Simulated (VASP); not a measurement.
# Ag (R-3m) in VASP: notebook

The runs below take Ag through single point, with PBEsol.

Everything below comes from runs of VASP 6.6.1. Logs are shortened: lines on timing, memory, paths and dates and some standing lists are left out, and cuts for length are marked.

### Step 1. The cell of the first run

It takes space group R-3m (No. 166, trigonal). Conventional cell: a = 2.946 Å, b = 2.946 Å, c = 21.182 Å, α = 90.00°, β = 90.00°, γ = 120.00°. Ag (site symmetry 3m) has 12 Ag at 2.90 to 2.95 Å within 3.8 Å. Ag (site symmetry -3m) has 12 Ag at 2.90 to 2.95 Å within 3.8 Å.

### Step 2. Single point, PBEsol

Input file INCAR:

```
SYSTEM = Ag
PREC = Accurate
ENCUT = 520
EDIFF = 1E-7
ISMEAR = -1
SIGMA = 0.05
LREAL = .FALSE.
LASPH = .TRUE.
NELM = 60
ALGO = Normal
ISIF = 2
LWAVE = .FALSE.
LCHARG = .FALSE.
GGA = PS
NBANDS = 24
```

Input file KPOINTS:

```
regular mesh
0
G
  9 9 9
  0 0 0
```

Input file POSCAR:

```
Ag
1.0
    1.4730471633      0.8504641763      7.0605570000
   -1.4730471633      0.8504641763      7.0605570000
    0.0000000000     -1.7009283525      7.0605570000
Ag
3
Direct
    0.2222810000      0.2222810000      0.2222810000
    0.7777190000      0.7777190000      0.7777190000
    0.0000000000      0.0000000000      0.0000000000
```

Potentials or basis: VASP PAW PBE potentials, release 64 (Ag).

Run with:

```bash
$ cat potpaw_PBE.64/Ag/POTCAR > POTCAR
$ mpirun -np 1 vasp_std > vasp.out
```

OUTCAR:

```text
SYSTEM = Ag
   PREC = Accurate
   ENCUT = 520
   EDIFF = 1E-7
   ISMEAR = -1
   LREAL = .FALSE.
   LASPH = .TRUE.
   NELM = 60
   ISIF = 2
   GGA = PS

 ion  position               nearest neighbor table
   1  0.222  0.222  0.222-   3 2.90   3 2.90   3 2.90   2 2.91   2 2.91   2 2.91
   2  0.778  0.778  0.778-   3 2.90   3 2.90   3 2.90   1 2.91   1 2.91   1 2.91
   3  0.000  0.000  0.000-   2 2.90   1 2.90   2 2.90   2 2.90   1 2.90   1 2.90

  LATTYP: Found a trigonal (rhomboedric) cell.
 ALAT       =     7.2625493052
 COS(alpha) =     0.9177217375

  Lattice vectors:

 A1 = (   1.4730471633,   0.8504641763,   7.0605570000)
 A2 = (  -1.4730471633,   0.8504641763,   7.0605570000)
 A3 = (   0.0000000000,  -1.7009283525,   7.0605570000)

Analysis of symmetry for initial positions (statically):
=====================================================================
 Subroutine PRICEL returns:
 Original cell was already a primitive cell.

 Routine SETGRP: Setting up the symmetry group for a
 trigonal (rhombohedral) supercell.

 Subroutine GETGRP returns: Found 12 space group operations
 (whereof 12 operations were pure point group operations)
 out of a pool of 12 trial point group operations.

The static configuration has the point symmetry D_3d.

Analysis of symmetry for dynamics (positions and initial velocities):
=====================================================================
 Subroutine PRICEL returns:
 Original cell was already a primitive cell.

 Routine SETGRP: Setting up the symmetry group for a
 trigonal (rhombohedral) supercell.

 Subroutine GETGRP returns: Found 12 space group operations
 (whereof 12 operations were pure point group operations)
 out of a pool of 12 trial point group operations.

The dynamic configuration has the point symmetry D_3d.

 Subroutine INISYM returns: Found 12 space group operations
 (whereof 12 operations are pure point group operations),
 and found     1 'primitive' translations

----------------------------------------------------------------------------------------

                                     Primitive cell

  volume of cell :      53.0717

  direct lattice vectors                    reciprocal lattice vectors
     1.473047163  0.850464176  7.060557000     0.339432445  0.195971413  0.047210628
    -1.473047163  0.850464176  7.060557000    -0.339432445  0.195971413  0.047210628
     0.000000000 -1.700928353  7.060557000     0.000000000 -0.391942827  0.047210628

  length of vectors
     7.262549305  7.262549305  7.262549305     0.394775915  0.394775915  0.394775915

  position of ions in fractional coordinates (direct lattice)
     0.222281000  0.222281000  0.222281000
     0.777719000  0.777719000  0.777719000
     0.000000000  0.000000000  0.000000000

  ion indices of the primitive-cell ions
   primitive index   ion index
                 1           1
                 2           2
                 3           3

----------------------------------------------------------------------------------------

 KPOINTS: regular mesh

Automatic generation of k-mesh.
 Grid dimensions read from file:
 generate k-points for:    9    9    9

 Generating k-lattice:

  Cartesian coordinates                     Fractional coordinates (reciprocal lattice)
     0.037714716  0.021774601  0.005245625     0.111111111  0.000000000  0.000000000
    -0.037714716  0.021774601  0.005245625     0.000000000  0.111111111  0.000000000
     0.000000000 -0.043549203  0.005245625     0.000000000  0.000000000  0.111111111

  Length of vectors
     0.043863991  0.043863991  0.043863991

  Shift w.r.t. Gamma in fractional coordinates (k-lattice)
     0.000000000  0.000000000  0.000000000

 Subroutine IBZKPT returns following result:
 ===========================================

 Found     85 irreducible k-points:

 Following reciprocal coordinates:
            Coordinates               Weight
  0.000000  0.000000  0.000000      1.000000
  0.111111 -0.000000 -0.000000      6.000000
  0.222222 -0.000000 -0.000000      6.000000
  0.333333 -0.000000  0.000000      6.000000
  0.444444 -0.000000 -0.000000      6.000000
  0.111111  0.111111  0.000000      6.000000
[... 16 lines left out ...]
 -0.333333  0.333333  0.000000      6.000000
  0.444444  0.444444 -0.000000      6.000000
 [... further k-points ...]
   k-points           NKPTS =     85   k-points in BZ     NKDIM =     85   number of bands    NBANDS=     24
   number of dos      NEDOS =    301   number of ions     NIONS =      3
   total plane-waves  NPLWV = 157464
   dimension x,y,z NGX =    54 NGY =   54 NGZ =   54
   dimension x,y,z NGXF=   108 NGYF=  108 NGZF=  108
   ions per type =               3
   NGX,Y,Z   is equivalent  to a cutoff of  12.36, 12.36, 12.36 a.u.
   NGXF,Y,Z  is equivalent  to a cutoff of  24.72, 24.72, 24.72 a.u.
 SYSTEM =  Ag
   PREC   = accura    normal or accurate (medium, high low for compatibility)
   ISTART =      0    job   : 0-new  1-cont  2-samecut
   ICHARG =      2    charge: 1-file 2-atom 10-const
   ISPIN  =      1    spin polarized calculation?
   LNONCOLLINEAR =      F non collinear calculations
   LSORBIT =      F    spin-orbit coupling
   LASPH  =      T    aspherical Exc in radial PAW
   ENCUT  =  520.0 eV  38.22 Ry    6.18 a.u.  13.50 13.50 13.50*2*pi/ulx,y,z
   NELM   =     60;   NELMIN=  2; NELMDL= -5     # of ELM steps
   EDIFF  = 0.1E-06   stopping-criterion for ELM
   LREAL  =      F    real-space projection
   EDIFFG = 0.1E-05   stopping-criterion for IOM
   NSW    =      0    number of steps for IOM
   IBRION =     -1    ionic relax: 0-MD 1-quasi-New 2-CG
   NFREE  =      0    steps in history (QN), initial steepest desc. (CG)
   ISIF   =      2    stress and relaxation
   ISYM   =      2    0-nonsym 1-usesym 2-fastsym
   POTIM  = 0.5000    time-step for ionic-motion
   TEBEG  =    0.0;   TEEND  =   0.0 temperature during run
   PSTRESS=    0.0 pullay stress
   NELECT =      33.0000    total number of electrons
   NUPDOWN=      -1.0000    fix difference up-down
   EMIN   =  10.00;   EMAX   =-10.00  energy-range for DOS
   EFERMI =   0.00;   METHOD = LEGACY
   ISMEAR =    -1;   SIGMA  =   0.05  broadening in eV -4-tet -1-fermi 0-gaus
   EFERMI_NEDOS =   21; number of points for ismear=-14 and -15
   IALGO  =     38    algorithm
   IMIX   =      4    mixing-type and parameters
     AMIX     =   0.40;   BMIX     =  1.00
     AMIX_MAG =   1.60;   BMIX_MAG =  1.00
  volume/ion in A,a.u.               =      17.69       119.38
  Fermi-wavevector in a.u.,A,eV,Ry     =   1.397307  2.640527 26.564926  1.952467
  Thomas-Fermi vector in A             =   2.520576
   LORBIT       =      0    0 simple, 1 ext, 2 COOP (PROOUT), +10 PAW based schemes
   GGA     = PS    functional components
   LHFCALC =     F    Hartree Fock is set to
   AEXX    =    0.0000 exact exchange contribution
   IVDW    =     0    specifies the selected vdW correction
   LEPSILON=     F    determine dielectric tensor
   LRPA    =     F    only Hartree local field effects (RPA)
 non-spin polarized calculation
  energy-cutoff  :      520.00
  volume of cell :       53.07
 maximum number of plane-waves:      1467
 NGX is ok and might be reduce to    54
   NGX = 27   NGY = 27   NGZ = 27

 number of electron      33.0000009 magnetization

 Free energy of the ion-electron system (eV)
  ---------------------------------------------------
  ext. energy  EPLUGINS =         0.00000000
  ---------------------------------------------------
  free energy    TOTEN  =        -9.87632349 eV

  energy without entropy =       -9.87033323  energy(sigma->0) =       -9.87332836

 E-fermi :   7.8813     XC(G=0): -12.1929

 val. band max:        7.8195885940   @ k =   0.4444   0.4444  -0.0000
 cond. band min:       7.8923950222   @ k =  -0.2222   0.1111   0.0000
 fundamental gap:      0.0728064282
 Fermi energy:         7.8813025354

 k-point     1 :       0.0000    0.0000    0.0000
  band No.  band energies     occupation
      1       0.1681      2.00000
      2       1.7108      2.00000
      3       1.7129      2.00000
      4       3.0504      2.00000
      5       3.0504      2.00000
      6       3.1756      2.00000
[... 16 lines left out ...]
     23      24.6517      0.00000
     24      25.4592      0.00000

 k-point     2 :       0.1111   -0.0000   -0.0000
  band No.  band energies     occupation
      1       0.4937      2.00000
      2       1.9186      2.00000
      3       1.9359      2.00000
      4       2.9288      2.00000
      5       2.9707      2.00000
      6       3.1430      2.00000
[... 16 lines left out ...]
     23      23.7579      0.00000
     24      23.8828      0.00000

 k-point     3 :       0.2222   -0.0000   -0.0000
  band No.  band energies     occupation
      1       1.3089      2.00000
      2       2.2062      2.00000
      3       2.2617      2.00000
      4       2.5361      2.00000
      5       2.7469      2.00000
      6       2.9352      2.00000
[... 16 lines left out ...]
     23      21.8089      0.00000
     24      22.2304      0.00000

 k-point     4 :       0.3333   -0.0000    0.0000
  band No.  band energies     occupation
      1       1.7304      2.00000
      2       1.9918      2.00000
      3       2.1127      2.00000
      4       2.2633      2.00000
      5       2.4205      2.00000
      6       3.1364      2.00000
[... 16 lines left out ...]
     23      19.7455      0.00000
     24      20.1921      0.00000

 k-point     5 :       0.4444   -0.0000   -0.0000
  band No.  band energies     occupation
      1       1.5790      2.00000
      2       1.8570      2.00000
      3       1.9129      2.00000
      4       2.1492      2.00000
      5       2.1954      2.00000
      6       3.0208      2.00000
[... 451 lines left out ...]
 k-point    22 :      -0.4444    0.3333   -0.0000
  band No.  band energies     occupation
      1       1.9665      2.00000
      2       2.1639      2.00000
      3       2.2448      2.00000
      4       2.4238      2.00000
      5       2.7458      2.00000
      6       2.8643      2.00000
[... 16 lines left out ...]
     23      17.2267      0.00000
     24      17.3894      0.00000

 k-point    23 :      -0.3333    0.3333    0.0000
  band No.  band energies     occupation
      1       2.0992      2.00000
      2       2.3270      2.00000
      3       2.3547      2.00000
      4       2.5017      2.00000
      5       2.6602      2.00000
      6       2.8719      2.00000
[... 16 lines left out ...]
     23      16.0739      0.00000
     24      17.0586      0.00000

 k-point    24 :       0.4444    0.4444   -0.0000
  band No.  band energies     occupation
      1       1.5873      2.00000
      2       1.6744      2.00000
      3       1.9807      2.00000
      4       2.0773      2.00000
      5       2.6878      2.00000
      6       2.8216      2.00000
[... 16 lines left out ...]
     23      18.0438      0.00000
     24      19.1989      0.00000

 [... further k-points ...]
[... 5 lines left out ...]
  --------------------------------------------------------------------------------------
  -------------------------------------------------------------------------------------
  Total       -2.4541664     -2.4541664     -1.2192807      0.0000000     -0.0000000     -0.0000000
  in kB      -74.0886538    -74.0886538    -36.8087766      0.0000000     -0.0000000     -0.0000000
  external PRESSURE =     -61.6620281 kB  Pullay stress =       0.0000000 kB

 VOLUME and BASIS-vectors are now :
 -----------------------------------------------------------------------------
  energy-cutoff  :      520.00
  volume of cell :       53.07
      direct lattice vectors                 reciprocal lattice vectors
     1.473047163  0.850464176  7.060557000     0.339432445  0.195971413  0.047210628
    -1.473047163  0.850464176  7.060557000    -0.339432445  0.195971413  0.047210628
     0.000000000 -1.700928353  7.060557000     0.000000000 -0.391942827  0.047210628

 POSITION                                       TOTAL-FORCE (eV/Angst)
 -----------------------------------------------------------------------------------
      0.00000      0.00000      4.70828         0.000000      0.000000      0.006722
      0.00000      0.00000     16.47339         0.000000     -0.000000     -0.006722
      0.00000      0.00000      0.00000        -0.000000      0.000000      0.000000
 -----------------------------------------------------------------------------------
    total drift:                                0.000000     -0.000000      0.000000

  FREE ENERGIE OF THE ION-ELECTRON SYSTEM (eV)
  ---------------------------------------------------
  free  energy   TOTEN  =        -9.8763234909 eV

  energy  without entropy=       -9.8703332252  energy(sigma->0) =       -9.87332836
```

It took 7.8 min on 1 thread of Intel Xeon Platinum 8488C (Sapphire Rapids), shared host; peak memory 0.41 GiB.

What came out:

```yaml
Free_energy: -9.8763 eV
Pressure: -6.2 GPa
Largest_force: 0.007 eV/Å
Band_gap_on_the_k_mesh: zero (an odd number of electrons rules out a gap without spin polarisation)
```

Forces on the atoms (eV/Å):
```
Ag   0.000  0.000  0.007
Ag   0.000  0.000 -0.007
Ag   0.000  0.000  0.000
```

Caveat: the cell stands under tension; the PAW data sets were made with another functional, which shifts forces and pressure a little.

### Step 3. Single point, PBEsol

This run uses another cell than the first one, of 17.87 Å³/atom.

Input file INCAR:

```
SYSTEM = Ag
ALGO = Normal
EDIFF = 1E-6
ENCUT = 520
GGA = PS
ISIF = 2
ISMEAR = -1
LASPH = .True.
LCHARG = .True.
LELF = .True.
LREAL = .False.
LVHAR = .True.
LWAVE = .False.
NBANDS = 24
NELM = 100
PREC = Accurate
SIGMA = 0.05
```

Input file KPOINTS:

```
k-points
0
Gamma
  9 9 9
  0 0 0
```

Input file POSCAR:

```
Ag
1.0
    1.4730471633      0.8504641763      7.1326035000
   -1.4730471633      0.8504641763      7.1326035000
    0.0000000000     -1.7009283525      7.1326035000
Ag
3
Direct
    0.2222810000      0.2222810000      0.2222810000
    0.7777190000      0.7777190000      0.7777190000
    0.0000000000      0.0000000000      0.0000000000
```

Potentials or basis: VASP PAW PBE potentials, release 64 (Ag).

Run with:

```bash
$ cat potpaw_PBE.64/Ag/POTCAR > POTCAR
$ mpirun -np 1 vasp_std > vasp.out
```

It took 7.7 min on 1 thread of Intel Xeon Platinum 8488C (Sapphire Rapids), shared host; peak memory 0.44 GiB.

It converged, with:

```yaml
Free_energy: -9.8615 eV
Pressure: -7.0 GPa
Largest_force: 0.004 eV/Å
Band_gap_on_the_k_mesh: zero (an odd number of electrons rules out a gap without spin polarisation)
```

Forces on the atoms (eV/Å):
```
Ag   0.000  0.000  0.004
Ag   0.000  0.000 -0.004
Ag   0.000  0.000  0.000
```

Stress tensor (GPa, compression positive):
```
-7.89  0.00  0.00
 0.00 -7.89  0.00
 0.00  0.00 -5.24
```

Levels at points of the mesh, in eV from the Fermi level:
| k point | band 15 | band 16 | band 17 | band 18 | band 19 | band 20 |
| --- | --- | --- | --- | --- | --- | --- |
| (0.00, 0.00, 0.00) | -3.28 | -3.27 | -3.24 | -3.24 | 7.71 | 7.74 |

Caveat: the cell stands under tension; the PAW data sets were made with another functional, which shifts forces and pressure a little.

The gap in the log of VASP goes by the Fermi energy; the results here count the filled bands.